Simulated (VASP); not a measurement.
# Cu (Immm) in VASP: further runs

Cu is run at these levels: PBEsol; tasks: single point.

Everything below comes from runs of VASP 6.6.1. Logs are shortened: lines on timing, memory, paths and dates and some standing lists are left out, and cuts for length are marked.

## Step 1: The cell of the first run

The structure is orthorhombic, space group Immm (No. 71). Conventional cell: a = 2.531 Å, b = 2.570 Å, c = 3.500 Å, α = 90.00°, β = 90.00°, γ = 90.00°. Within 3.3 Å of Cu (site symmetry mmm) lie 12 Cu at 2.51 to 2.57 Å.

## Step 2: Single point, PBEsol (uniaxial strain along a: +2.0 %, then relaxed in part)

Contents of INCAR:

```
SYSTEM = Cu
PREC = Accurate ; ENCUT = 520
EDIFF = 1E-6 ; ISMEAR = 0
SIGMA = 0.1 ; LREAL = .False.
LASPH = .True. ; NELM = 80
ALGO = Fast ; ISIF = 2
LWAVE = .False. ; LCHARG = .False.
GGA = PS ; NBANDS = 18
```

Contents of KPOINTS:

```
regular mesh
0
Gamma
  20 20 14
  0 0 0
```

Contents of POSCAR:

```
Cu
1.0
    1.8173403130      1.8173403130      0.0000000000
   -1.7894388446      1.7894388446      0.0000000000
    0.0000000000      0.0000000000      3.4999459009
Cu
2
Direct
    0.0000000000      0.0000000000      0.0000000000
    0.5000000000      0.5000000000      0.5000000000
```

Potentials or basis: VASP PAW PBE potentials, release 64 (Cu).

The run is started by

```console
$ cat potpaw_PBE.64/Cu/POTCAR > POTCAR
$ mpirun -np 1 vasp_std > vasp.out
```

OUTCAR:

```text
SYSTEM = Cu
   PREC = Accurate
   ENCUT = 520
   EDIFF = 1E-6
   ISMEAR = 0
   LREAL = .False.
   LASPH = .True.
   NELM = 80
   ISIF = 2
   GGA = PS

 ion  position               nearest neighbor table
   1  0.000  0.000  0.000-   2 2.51   2 2.51   2 2.51   2 2.51   2 2.51   2 2.51   2 2.51   2 2.51

   2  0.500  0.500  0.500-   1 2.51   1 2.51   1 2.51   1 2.51   1 2.51   1 2.51   1 2.51   1 2.51

  LATTYP: Found a simple orthorhombic cell.
 ALAT       =     2.5306486831
 B/A-ratio  =     1.0155923006
 C/A-ratio  =     1.3830232242

  Lattice vectors:

 A1 = (   1.7894388446,  -1.7894388446,   0.0000000000)
 A2 = (   1.8173403130,   1.8173403130,   0.0000000000)
 A3 = (   0.0000000000,   0.0000000000,   3.4999459009)

Analysis of symmetry for initial positions (statically):
=====================================================================
 Subroutine PRICEL returns following result:

  LATTYP: Found a body centered orthorhombic cell.
 ALAT       =     2.5306486831
 B/A-ratio  =     1.0155923006
 C/A-ratio  =     1.3830232242

  Lattice vectors:

 A1 = (  -1.8033895788,  -0.0139507342,  -1.7499729504)
 A2 = (   1.8033895788,   0.0139507342,  -1.7499729504)
 A3 = (  -0.0139507342,  -1.8033895788,   1.7499729504)

   2 primitive cells build up your supercell.

 Routine SETGRP: Setting up the symmetry group for a
 simple orthorhombic supercell.

 Subroutine GETGRP returns: Found  8 space group operations
 (whereof  8 operations were pure point group operations)
 out of a pool of  8 trial point group operations.

The static configuration has the point symmetry D_2h.

Analysis of symmetry for dynamics (positions and initial velocities):
=====================================================================
 Subroutine PRICEL returns following result:

  LATTYP: Found a body centered orthorhombic cell.
 ALAT       =     2.5306486831
 B/A-ratio  =     1.0155923006
 C/A-ratio  =     1.3830232242

  Lattice vectors:

 A1 = (  -1.8033895788,  -0.0139507342,  -1.7499729504)
 A2 = (   1.8033895788,   0.0139507342,  -1.7499729504)
 A3 = (  -0.0139507342,  -1.8033895788,   1.7499729504)

   2 primitive cells build up your supercell.

 Routine SETGRP: Setting up the symmetry group for a
 simple orthorhombic supercell.

 Subroutine GETGRP returns: Found  8 space group operations
 (whereof  8 operations were pure point group operations)
 out of a pool of  8 trial point group operations.

The dynamic configuration has the point symmetry D_2h.

 Subroutine INISYM returns: Found  8 space group operations
 (whereof  8 operations are pure point group operations),
 and found     2 'primitive' translations

----------------------------------------------------------------------------------------

                                     Primitive cell

  volume of cell :      11.3819

  direct lattice vectors                    reciprocal lattice vectors
    -1.803389579 -0.013950734 -1.749972950    -0.275127337 -0.275127337 -0.285718702
     1.803389579  0.013950734 -1.749972950     0.279417205 -0.279417205 -0.285718702
    -0.013950734 -1.803389579  1.749972950     0.004289868 -0.554544541  0.000000000

  length of vectors
     2.512929351  2.512929351  2.512929351     0.482726920  0.487630111  0.554561134

  position of ions in fractional coordinates (direct lattice)
     0.000000000  0.000000000  0.000000000

  ion indices of the primitive-cell ions
   primitive index   ion index
                 1           1

----------------------------------------------------------------------------------------

 KPOINTS: regular mesh

Automatic generation of k-mesh.
 Grid dimensions read from file:
 generate k-points for:   20   20   14

 Generating k-lattice:

  Cartesian coordinates                     Fractional coordinates (reciprocal lattice)
     0.013756367  0.013756367  0.000000000     0.050000000  0.000000000  0.000000000
    -0.013970860  0.013970860  0.000000000     0.000000000  0.050000000  0.000000000
     0.000000000  0.000000000  0.020408479     0.000000000  0.000000000  0.071428571

  Length of vectors
     0.019454441  0.019757780  0.020408479

  Shift w.r.t. Gamma in fractional coordinates (k-lattice)
     0.000000000  0.000000000  0.000000000

 Subroutine IBZKPT returns following result:
 ===========================================

 Found    968 irreducible k-points:

 Following reciprocal coordinates:
            Coordinates               Weight
  0.000000  0.000000  0.000000      1.000000
  0.050000  0.000000  0.000000      2.000000
  0.100000  0.000000  0.000000      2.000000
  0.150000  0.000000  0.000000      2.000000
  0.200000  0.000000  0.000000      2.000000
  0.250000  0.000000  0.000000      2.000000
[... 16 lines left out ...]
  0.000000  0.100000  0.000000      2.000000
  0.050000  0.100000  0.000000      4.000000
 [... further k-points ...]
   k-points           NKPTS =    968   k-points in BZ     NKDIM =    968   number of bands    NBANDS=     18
   number of dos      NEDOS =    301   number of ions     NIONS =      2
   total plane-waves  NPLWV =  11200
   dimension x,y,z NGX =    20 NGY =   20 NGZ =   28
   dimension x,y,z NGXF=    40 NGYF=   40 NGZF=   56
   ions per type =               2
   NGX,Y,Z   is equivalent  to a cutoff of  12.94, 13.14, 13.30 a.u.
   NGXF,Y,Z  is equivalent  to a cutoff of  25.87, 26.28, 26.60 a.u.
 SYSTEM =  Cu
   PREC   = accura    normal or accurate (medium, high low for compatibility)
   ISTART =      0    job   : 0-new  1-cont  2-samecut
   ICHARG =      2    charge: 1-file 2-atom 10-const
   ISPIN  =      1    spin polarized calculation?
   LNONCOLLINEAR =      F non collinear calculations
   LSORBIT =      F    spin-orbit coupling
   LASPH  =      T    aspherical Exc in radial PAW
   ENCUT  =  520.0 eV  38.22 Ry    6.18 a.u.   4.78  4.71  6.51*2*pi/ulx,y,z
   NELM   =     80;   NELMIN=  2; NELMDL= -5     # of ELM steps
   EDIFF  = 0.1E-05   stopping-criterion for ELM
   LREAL  =      F    real-space projection
   EDIFFG = 0.1E-04   stopping-criterion for IOM
   NSW    =      0    number of steps for IOM
   IBRION =     -1    ionic relax: 0-MD 1-quasi-New 2-CG
   NFREE  =      0    steps in history (QN), initial steepest desc. (CG)
   ISIF   =      2    stress and relaxation
   ISYM   =      2    0-nonsym 1-usesym 2-fastsym
   POTIM  = 0.5000    time-step for ionic-motion
   TEBEG  =    0.0;   TEEND  =   0.0 temperature during run
   PSTRESS=    0.0 pullay stress
   NELECT =      22.0000    total number of electrons
   NUPDOWN=      -1.0000    fix difference up-down
   EMIN   =  10.00;   EMAX   =-10.00  energy-range for DOS
   EFERMI =   0.00;   METHOD = LEGACY
   ISMEAR =     0;   SIGMA  =   0.10  broadening in eV -4-tet -1-fermi 0-gaus
   EFERMI_NEDOS =   21; number of points for ismear=-14 and -15
   IALGO  =     68    algorithm
   IMIX   =      4    mixing-type and parameters
     AMIX     =   0.40;   BMIX     =  1.00
     AMIX_MAG =   1.60;   BMIX_MAG =  1.00
  volume/ion in A,a.u.               =      11.38        76.81
  Fermi-wavevector in a.u.,A,eV,Ry     =   1.618580  3.058673 35.644571  2.619802
  Thomas-Fermi vector in A             =   2.712820
   LORBIT       =      0    0 simple, 1 ext, 2 COOP (PROOUT), +10 PAW based schemes
   GGA     = PS    functional components
   LHFCALC =     F    Hartree Fock is set to
   AEXX    =    0.0000 exact exchange contribution
   IVDW    =     0    specifies the selected vdW correction
   LEPSILON=     F    determine dielectric tensor
   LRPA    =     F    only Hartree local field effects (RPA)
 non-spin polarized calculation
 RMM-DIIS sequential band-by-band and
 Gauss-broadening in eV      SIGMA  =   0.10
  energy-cutoff  :      520.00
  volume of cell :       22.76
 maximum number of plane-waves:       632
 NGX is ok and might be reduce to    20
   NGX =  9   NGY =  9   NGZ = 13

 number of electron      21.9999985 magnetization

 Free energy of the ion-electron system (eV)
  ---------------------------------------------------
  ext. energy  EPLUGINS =         0.00000000
  ---------------------------------------------------
  free energy    TOTEN  =        -8.61542805 eV

  energy without entropy =       -8.61219644  energy(sigma->0) =       -8.61381225

 E-fermi :   7.8741     XC(G=0): -13.1250

 val. band max:        7.8677521148   @ k =   0.3000   0.4000   0.2857
 cond. band min:       7.8758005922   @ k =   0.4000   0.2500   0.3571
 fundamental gap:      0.0080484775
 Fermi energy:         7.8741468076

 k-point     1 :       0.0000    0.0000    0.0000
  band No.  band energies     occupation
      1      -1.8090      2.00000
      2       2.7810      2.00000
      3       3.2271      2.00000
      4       4.6303      2.00000
      5       4.7168      2.00000
      6       4.8208      2.00000
[... 10 lines left out ...]
     17      28.3136      0.00000
     18      30.7329      0.00000

 k-point     2 :       0.0500    0.0000    0.0000
  band No.  band energies     occupation
      1      -1.7488      2.00000
      2       2.8087      2.00000
      3       3.2436      2.00000
      4       4.6177      2.00000
      5       4.7279      2.00000
      6       4.8323      2.00000
[... 10 lines left out ...]
     17      28.6353      0.00000
     18      30.4174      0.00000

 k-point     3 :       0.1000    0.0000    0.0000
  band No.  band energies     occupation
      1      -1.5691      2.00000
      2       2.8894      2.00000
      3       3.2918      2.00000
      4       4.5814      2.00000
      5       4.7608      2.00000
      6       4.8634      2.00000
[... 10 lines left out ...]
     17      29.4231      0.00000
     18      29.7607      0.00000

 k-point     4 :       0.1500    0.0000    0.0000
  band No.  band energies     occupation
      1      -1.2730      2.00000
      2       3.0159      2.00000
      3       3.3670      2.00000
      4       4.5255      2.00000
      5       4.8145      2.00000
      6       4.9035      2.00000
[... 375 lines left out ...]
      4       4.2111      2.00000
      5       4.3581      2.00000
      6       4.3581      2.00000
[... 10 lines left out ...]
     17      27.0116      0.00000
     18      27.0116      0.00000

 k-point    23 :       0.0000    0.1000    0.0000
  band No.  band energies     occupation
      1      -1.5610      2.00000
      2       2.8953      2.00000
      3       3.2994      2.00000
      4       4.6600      2.00000
      5       4.6774      2.00000
      6       4.8813      2.00000
[... 10 lines left out ...]
     17      29.8245      0.00000
     18      30.3021      0.00000

 k-point    24 :       0.0500    0.1000    0.0000
  band No.  band energies     occupation
      1      -1.5013      2.00000
      2       2.9210      2.00000
      3       3.3171      2.00000
      4       4.5988      2.00000
      5       4.7373      2.00000
      6       4.8947      2.00000
[... 10 lines left out ...]
     17      29.8270      0.00000
     18      30.4227      0.00000

 [... further k-points ...]

------------------------ aborting loop because EDIFF is reached ----------------------------------------

  FORCE on cell =-STRESS in cart. coord.  units (eV):
  Direction    XX          YY          ZZ          XY          YZ          ZX
  --------------------------------------------------------------------------------------
  -------------------------------------------------------------------------------------
  Total       -0.0327328     -0.0327328      0.1704333     -0.1998049      0.0000000      0.0000000
  in kB       -2.3038224     -2.3038224     11.9955648    -14.0628183      0.0000000      0.0000000
  external PRESSURE =       2.4626400 kB  Pullay stress =       0.0000000 kB

 VOLUME and BASIS-vectors are now :
 -----------------------------------------------------------------------------
  energy-cutoff  :      520.00
  volume of cell :       22.76
      direct lattice vectors                 reciprocal lattice vectors
     1.817340313  1.817340313  0.000000000     0.275127337  0.275127337  0.000000000
    -1.789438845  1.789438845  0.000000000    -0.279417205  0.279417205  0.000000000
     0.000000000  0.000000000  3.499945901     0.000000000  0.000000000  0.285718702

 POSITION                                       TOTAL-FORCE (eV/Angst)
 -----------------------------------------------------------------------------------
      0.00000      0.00000      0.00000        -0.000000     -0.000000     -0.000000
      0.01395      1.80339      1.74997         0.000000      0.000000      0.000000
 -----------------------------------------------------------------------------------
    total drift:                               -0.000000      0.000000      0.000000

  FREE ENERGIE OF THE ION-ELECTRON SYSTEM (eV)
  ---------------------------------------------------
  free  energy   TOTEN  =        -8.6154280491 eV

  energy  without entropy=       -8.6121964431  energy(sigma->0) =       -8.61381225
```

Run time: 7 min. Hardware: 1 thread of Intel Xeon 8259CL, shared host; peak memory 0.41 GiB.

Results:

```
Free energy            : -8.6154 eV
Pressure               : 0.2 GPa
Band gap on the k mesh : zero (bands 11 and 12 overlap by 8.26 eV)
```

Levels at points of the mesh, in eV from the Fermi level:
```
           k point  band 9  band 10  band 11  band 12  band 13  band 14
(0.00, 0.00, 0.00)   -1.69    -1.52    -1.51     1.87     7.89    12.46
(0.50, 0.00, 0.00)   -2.29    -2.29    -0.47    -0.47    10.11    10.11
(0.00, 0.50, 0.00)   -2.32    -2.32    -0.32    -0.32    10.30    10.30
(0.50, 0.50, 0.00)   -1.48    -1.48     1.20     1.20     7.08     7.08
(0.00, 0.00, 0.50)   -2.46    -2.46    -2.02    -2.02    16.81    16.81
(0.50, 0.00, 0.50)   -1.63    -1.63    -1.23    -1.23     3.82     3.82
(0.00, 0.50, 0.50)   -1.65    -1.65    -1.08    -1.08     4.03     4.03
(0.50, 0.50, 0.50)   -1.57    -1.57     6.23     6.23     6.35     6.35
```

Caveat: the cell differs from its parent crystal (uniaxial strain along a: +2.0 %, then relaxed in part); the PAW data sets were made with another functional, which shifts forces and pressure a little.

## Step 3: Single point, PBEsol (uniaxial strain along a: +2.0 %)

Contents of INCAR:

```
  ALGO = Fast
  EDIFF = 1E-6
  ENCUT = 520
  GGA = PS
  ISIF = 2
  ISMEAR = 0
  LASPH = True
  LCHARG = True
  LELF = True
  LREAL = False
  LVHAR = True
  LWAVE = False
  NBANDS = 18
  NELM = 80
  PREC = Accurate
  SIGMA = 0.1
```

Contents of KPOINTS:

```
k-points
0
Gamma
  20 20 14
```

Contents of POSCAR:

```
Cu
1.0
    1.8173403130      1.8173403130      0.0000000000
   -1.7727976583      1.7727976583      0.0000000000
    0.0000000000      0.0000000000      3.5455953166
Cu
2
Direct
    0.0000000000      0.0000000000      0.0000000000
    0.5000000000      0.5000000000      0.5000000000
```

Potentials or basis: VASP PAW PBE potentials, release 64 (Cu).

The run is started by

```console
$ cat potpaw_PBE.64/Cu/POTCAR > POTCAR
$ mpirun -np 1 vasp_std > vasp.out
```

Run time: 8.4 min. Hardware: 1 thread of Intel Xeon 8259CL, shared host; peak memory 0.41 GiB.

The run converged. Its results:

* Free energy: -8.6142 eV
* Pressure: -0.3 GPa
* Band gap on the k mesh: zero (bands 11 and 12 overlap by 8.19 eV)

Stress tensor (GPa, compression positive):
```
-0.42 -2.34  0.00
-2.34 -0.42  0.00
 0.00  0.00 -0.01
```

Levels at points of the mesh, in eV from the Fermi level:
```
           k point  band 9  band 10  band 11  band 12  band 13  band 14
(0.00, 0.00, 0.00)   -1.68    -1.51    -1.50     1.61     7.55    12.50
(0.50, 0.00, 0.00)   -2.25    -2.25    -0.46    -0.46     9.85     9.85
(0.00, 0.50, 0.00)   -2.30    -2.30    -0.22    -0.22    10.17    10.17
(0.50, 0.50, 0.00)   -1.49    -1.49     1.34     1.34     7.22     7.22
(0.00, 0.00, 0.50)   -2.41    -2.41    -1.99    -1.99    16.73    16.73
(0.50, 0.00, 0.50)   -1.63    -1.63    -1.25    -1.25     3.74     3.74
(0.00, 0.50, 0.50)   -1.64    -1.64    -1.02    -1.02     4.08     4.08
(0.50, 0.50, 0.50)   -1.53    -1.53     6.20     6.20     6.38     6.38
```

Caveat: the cell differs from its parent crystal (uniaxial strain along a: +2.0 %); the PAW data sets were made with another functional, which shifts forces and pressure a little.
